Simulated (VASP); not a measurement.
**Ti: single point with HSE06**

The system is Ti.

```
Ti
1.0
     2.64499    0.00000    0.00000
     0.00000    2.64499    0.00000
     0.00000    0.00000    2.64499
Ti
1
Direct
  0.00000 0.00000 0.00000
```

| Quantity | Value |
| --- | --- |
| Program | VASP 6.6.1 |
| Task | single point |
| Functional | HSE06 |
| Potentials or basis | VASP PAW PBE potentials, release 64 (Ti_sv) |
| Cutoff | 520 eV |
| k mesh | 6 × 6 × 6 |
| Occupations | fermi-dirac, width 0.1 eV |
| Spin | no spin polarisation |

* Pressure: -1.2 GPa
* Band gap on the k mesh: zero (band 6 reaches 8.57 eV, above the bottom of band 7 at 5.70 eV)

Levels at points of the mesh, in eV from the Fermi level:
```csv
k point,band 3,band 4,band 5,band 6,band 7,band 8,band 9,band 10
"(0.00, 0.00, 0.00)",-35.54,-35.54,-6.92,-1.88,-1.88,5.02,5.02,5.02
"(0.50, 0.00, 0.00)",-35.46,-35.46,-2.40,-0.90,-0.77,2.89,2.89,5.22
"(0.50, 0.50, 0.00)",-36.32,-35.38,-3.08,-0.24,3.39,3.39,5.45,5.45
"(0.50, 0.50, 0.50)",-36.19,-36.19,-1.14,-1.14,-1.14,5.88,5.88,9.39
```

Run time: 11 min on 1 thread of Intel Xeon 6975P-C (shared host), peak memory 0.23 GiB.

Caveat: the k points lie up to 0.40 Å⁻¹ apart; the PAW data sets were made with another functional, which shifts forces and pressure a little.
